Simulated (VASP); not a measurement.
A run of VASP 6.6.1:

File INCAR:

```
SYSTEM = Zr
PREC = Accurate
ENCUT = 520
EDIFF = 1E-6
ISMEAR = -1
SIGMA = 0.01
LREAL = .False.
LASPH = .True.
NELM = 150
ALGO = Normal
ISIF = 2
LWAVE = .False.
LCHARG = .False.
ISPIN = 2
MAGMOM = 4
LORBIT = 11
LMAXMIX = 4
GGA = PE
ISYM = 0
NBANDS = 16
```

The input KPOINTS:

```
Automatic mesh
0
Gamma
  1 1 1
  0 0 0
```

Contents of POSCAR:

```
Zr
1.0
   14.0000000000      0.0000000000      0.0000000000
    0.0000000000     14.4000000000      0.0000000000
    0.0000000000      0.0000000000     14.8000000000
Zr
1
Direct
    0.5000000000      0.5000000000      0.5000000000
```

Potentials or basis: VASP PAW PBE potentials, release 64 (Zr_sv).

Launch:

```bash
$ cat potpaw_PBE.64/Zr_sv/POTCAR > POTCAR
$ mpirun -np 1 vasp_gam > vasp.out
```

Hardware: 1 thread of Intel(R) Xeon(R) 6975P-C (Granite Rapids), on a shared host.

Q: How long does it take, and how much memory?

A: Run time: 23 min on 1 thread of Intel(R) Xeon(R) 6975P-C (Granite Rapids) (shared host), peak memory 2.9 GiB. Counts: scf iterations 113, k points 1.
